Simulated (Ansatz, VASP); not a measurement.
## One calculation of GaAs, two programs

The input INCAR:

```
ALGO     = Normal         # electronic algorithm
EDIFF    = 1E-8           # SCF threshold, eV
ENCUT    = 520            # plane-wave cutoff, eV
GGA      = CA             # functional
ISIF     = 2              # what is computed and relaxed
ISMEAR   = -1             # smearing method
LASPH    = T              # aspherical terms in the spheres
LCHARG   = F              # write CHGCAR
LEFG     = T            
LREAL    = F              # projectors in reciprocal space
LWAVE    = F              # write WAVECAR
NBANDS   = 16             # bands
NELM     = 60             # most SCF steps
PREC     = Accurate       # precision mode
SIGMA    = 0.08           # smearing width, eV
```

The input KPOINTS:

```
k-points
0
Gamma
  10 10 10
```

Contents of POSCAR:

```
GaAs
1.0
    0.0000000000      2.8268500000      2.8833870000
    2.8268500000      0.0000000000      2.8833870000
    2.8268500000      2.8268500000      0.0000000000
Ga As
1 1
Direct
    0.0000000000      0.0000000000      0.0000000000
    0.7500000000      0.7500000000      0.7500000000
```

Input for Ansatz:

```yaml
crystal:
  lattice:
    - [0.0, 2.82685, 2.883387]
    - [2.82685, 0.0, 2.883387]
    - [2.82685, 2.82685, 0.0]
  atoms:
    - { symbol: Ga, position: [0.0, 0.0, 0.0] }
    - { symbol: As, position: [0.75, 0.75, 0.75] }
kpoints:
  mp_grid: { grid: [10, 10, 10] }
scf:
  occupations: { method: fermi_dirac, width: 0.08 }
hamiltonian:
  xc: lda
  pseudopotentials: { kind: all_electron, datasets: crystal }
output:
  forces: true
  stress: true
  eigenvalues: true
  efg: { contact_densities: true }
```

Change from the starting cell: zz strain of +2 %, crystal datasets.

Alike in both runs: task electric field gradients; functional LDA; k mesh 10 × 10 × 10; occupations fermi-dirac, width 0.08 eV; no spin polarisation.

|  | VASP | Ansatz |
| --- | --- | --- |
| version | VASP 6.6.1 | Ansatz 0.2.0 |
| potentials or method | VASP PAW LDA potentials, release 64 (Ga_d, As), cutoff 520 eV | all-electron PAW with datasets made for the crystal, scalar-relativistic |

|  | VASP | Ansatz | Ansatz less VASP |
| --- | --- | --- | --- |
| pressure (GPa) | -2.8 | -3.1 | -0.22 |
| traceless stress, the component that is largest in VASP (GPa) | -0.85 | -0.85 | -0.002 |
| size of Vzz on the site where it differs most (V/Å²) | 3.2 | 3.6 | +0.39 |

LDA's correlation is that of Perdew and Zunger in VASP and of Perdew and Wang (1992) in Ansatz. Ansatz ran all-electron here, and VASP with PAW potentials.
